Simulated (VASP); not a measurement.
# Sb in VASP: further runs, part 2 of 2

VASP 6.6.1. The steps go on from the part before.

### Step 5. Relaxation of cell and atoms, PBE, target pressure 15 GPa, at which the enthalpy is minimised

This run uses another cell than the first one, of 24.81 Å³/atom.

INCAR

```
ALGO = Normal ; EDIFF = 1E-6
EDIFFG = -0.008 ; ENCUT = 600
GGA = PE ; IBRION = 2
ISIF = 3 ; ISMEAR = 0
LASPH = True ; LCHARG = False
LREAL = False ; LWAVE = False
NELM = 100 ; NSW = 70
PREC = Accurate ; PSTRESS = 150.0
SIGMA = 0.1
```

KPOINTS

```
k-points
0
Gamma
  14 10 10
```

POSCAR

```
Sb
1.0
    2.9219446878      0.0000000000      0.0102010369
    0.0000000000      4.1214191882      0.0000000000
   -0.0219954993      0.0000000000      4.1211270399
Sb
2
Direct
    1.0000177198      0.7500000000      0.7499942240
   -0.0000177198      0.2500000000      0.2500057760
```

Run with:

```bash
$ cat potpaw_PBE.64/Sb/POTCAR > POTCAR
$ mpirun -np 1 vasp_std > vasp.out
```

Wall time 99 s (1 thread of Intel Xeon 6975P-C (Granite Rapids), shared host); peak memory 0.37 GiB.

It converged, with:

- Free energy: -7.8045 eV
- Relaxed volume: 25.10 Å³/atom
- Relaxed cell: a = 2.933 Å, b = 4.138 Å, c = 4.138 Å, α = 90.00°, β = 90.11°, γ = 90.00°
- Space group after relaxing (to 0.1 Å): Pm-3m (No. 221)
- Energy change on relaxing (the run minimises the enthalpy): -28.4 meV/atom
- Ionic steps: 3
- Pressure after relaxing: 15.0 GPa
- Band gap on the k mesh: zero (bands 5 and 6 overlap by 10.65 eV)

The path:
```
step  energy change (eV)  largest force (eV/Å)  pressure (GPa)  volume (Å³)
   1              0.0000                0.0003           16.43        49.63
   2             -0.1454                0.0001           12.65        51.24
   3             -0.0568                0.0002           15.00        50.21
```

Final structure:
```yaml
crystal:
  lattice:
    - [2.93269, 0.00000, 0.01017]
    - [0.00000, 4.13780, 0.00000]
    - [-0.02218, 0.00000, 4.13752]
  atoms:
    - { symbol: Sb, position: [0.00002, 0.75000, 0.75000] }
    - { symbol: Sb, position: [0.99998, 0.25000, 0.25000] }
```

Levels at points of the mesh, in eV from the Fermi level:
```
           k point  band 2  band 3  band 4  band 5  band 6  band 7  band 8  band 9
(0.00, 0.00, 0.00)   -7.35   -4.41   -4.41    1.45    3.61    3.69    3.69    7.05
(0.50, 0.00, 0.00)   -6.90   -3.41   -2.04   -2.03   -1.99    4.51    4.53    4.54
(0.00, 0.50, 0.00)  -11.77   -1.83   -1.83   -1.06   -1.06    5.74    5.74    8.35
(0.50, 0.50, 0.00)   -8.64   -4.95   -4.95    0.66    0.66    2.17    2.17    5.42
(0.00, 0.00, 0.50)  -11.77   -1.83   -1.83   -1.06   -1.06    5.74    5.74    8.35
(0.50, 0.00, 0.50)   -8.64   -4.95   -4.95    0.66    0.66    2.17    2.17    5.42
(0.00, 0.50, 0.50)  -10.77   -6.91   -6.91    6.26    6.26    6.35    6.35    9.48
(0.50, 0.50, 0.50)   -7.40   -4.44   -4.44   -4.39   -4.39    1.45    1.45    9.18
```

Caveat: the cell is relaxed towards a set pressure, so the run minimises the enthalpy, not the energy; spin-orbit coupling is left out, which moves the levels of the heavy elements.

### Step 6. Relaxation of cell and atoms, PBE, target pressure 8 GPa, at which the enthalpy is minimised

This run uses another cell than the first one, of 26.65 Å³/atom.

INCAR

```
SYSTEM = Sb
  PREC = Accurate
  ENCUT = 600
  EDIFF = 1E-6
  ISMEAR = 0
  SIGMA = 0.1
  LREAL = .FALSE.
  LASPH = .TRUE.
  NELM = 100
  ALGO = Normal
  ISIF = 3
  LWAVE = .FALSE.
  LCHARG = .FALSE.
  GGA = PE
  IBRION = 2
  NSW = 70
  EDIFFG = -0.008
  PSTRESS = 80.0
```

KPOINTS

```
Automatic mesh
0
G
  14 10 10
  0 0 0
```

POSCAR

```
Sb
1.0
    2.9898520234      0.0000000000      0.0104740443
    0.0000000000      4.2225747239      0.0000000000
   -0.0224742745      0.0000000000      4.2221360821
Sb
2
Direct
    1.0000383044      0.7500000000      0.7499731063
   -0.0000383044      0.2500000000      0.2500268937
```

Potentials or basis: VASP PAW PBE potentials, release 64 (Sb).

Run with:

```bash
$ cat potpaw_PBE.64/Sb/POTCAR > POTCAR
$ mpirun -np 1 vasp_std > vasp.out
```

It took 97 s on 1 thread of Intel Xeon 6975P-C (Granite Rapids), shared host; peak memory 0.38 GiB.

Results (log left out):

```yaml
Free_energy: -8.0465 eV
Relaxed_volume: 26.82 Å³/atom
Relaxed_cell: a = 2.998 Å, b = 4.230 Å, c = 4.230 Å, α = 90.00°, β = 90.10°, γ = 90.00°
Space_group_after_relaxing_to_0.1_Å: Pm-3m (No. 221)
Energy_change_on_relaxing_the_run_minimises_the_enthalpy: -8.7 meV/atom
Ionic_steps: 3
Pressure_after_relaxing: 8.0 GPa
Band_gap_on_the_k_mesh: zero (bands 5 and 6 overlap by 9.90 eV)
```

The path:
```tsv
step	energy change (eV)	largest force (eV/Å)	pressure (GPa)	volume (Å³)
1	0.0000	0.0009	8.58	53.30
2	-0.0371	0.0005	7.33	54.05
3	-0.0175	0.0007	7.99	53.64
```

Final structure:
```xyz
2
Lattice="2.9981 0.0000 0.0105 0.0000 4.2301 0.0000 -0.0225 0.0000 4.2297" Properties=species:S:1:pos:R:3 pbc="T T T"
Sb   -0.0168    3.1726    3.1722
Sb    2.9924    1.0575    1.0680
```

Levels at points of the mesh, in eV from the Fermi level:
```tsv
k point	band 1	band 2	band 3	band 4	band 5	band 6	band 7	band 8	band 9
(0.00, 0.00, 0.00)	-13.30	-7.38	-4.07	-4.07	1.73	3.45	3.52	3.52	6.98
(0.50, 0.00, 0.00)	-10.49	-6.38	-3.89	-1.89	-1.89	-1.84	4.61	4.64	4.65
(0.00, 0.50, 0.00)	-11.31	-11.31	-1.65	-1.65	-1.01	-1.01	5.39	5.39	8.22
(0.50, 0.50, 0.00)	-8.46	-8.46	-4.56	-4.56	0.63	0.63	1.89	1.89	5.49
(0.00, 0.00, 0.50)	-11.31	-11.31	-1.65	-1.65	-1.01	-1.01	5.39	5.39	8.22
(0.50, 0.00, 0.50)	-8.46	-8.46	-4.56	-4.56	0.63	0.63	1.88	1.89	5.48
(0.00, 0.50, 0.50)	-10.45	-10.45	-6.39	-6.39	5.84	5.84	5.92	5.92	9.27
(0.50, 0.50, 0.50)	-7.42	-7.42	-4.10	-4.10	-4.05	-4.05	1.73	1.73	8.41
```

Caveat: the cell is relaxed towards a set pressure, so the run minimises the enthalpy, not the energy; spin-orbit coupling is left out, which moves the levels of the heavy elements.

### Step 7. Summary

```csv
task,cell,cutoff (eV),gap on the mesh (eV),pressure (GPa)
single point,"a = 3.297, b = 4.383, c = 4.382 Å, angles 90.0, 90.1, 90.0°, 2 atoms",520,none,-2.1
single point,"a = 2.932, b = 4.136, c = 4.136 Å, angles 90.0, 90.1, 90.0°, 2 atoms",520,none,15.1
single point,"a = 2.998, b = 4.229, c = 4.229 Å, angles 90.0, 90.1, 90.0°, 2 atoms",520,none,8.1
relaxation of cell and atoms,"relaxed to 15 GPa from a = 2.922, b = 4.121, c = 4.121 Å, angles 90.0, 90.1, 90.0°, 2 atoms",600,none,15.0
relaxation of cell and atoms,"relaxed to 8 GPa from a = 2.990, b = 4.223, c = 4.222 Å, angles 90.0, 90.1, 90.0°, 2 atoms",600,none,8.0
```

Alike in all rows: level PBE; potentials or basis VASP PAW PBE potentials, release 64 (Sb); no spin polarisation; k mesh 14 × 10 × 10; smearing gaussian 0.1 eV.

Caveats: spin-orbit coupling is left out, which moves the levels of the heavy elements; the cell stands under pressure (at least some runs); the cell is relaxed towards a set pressure, so the run minimises the enthalpy, not the energy (at least some runs); the stress differs along the axes, from -6 to -0 GPa (at least some runs).

Absolute energies hang on the potentials; compare differences alone.
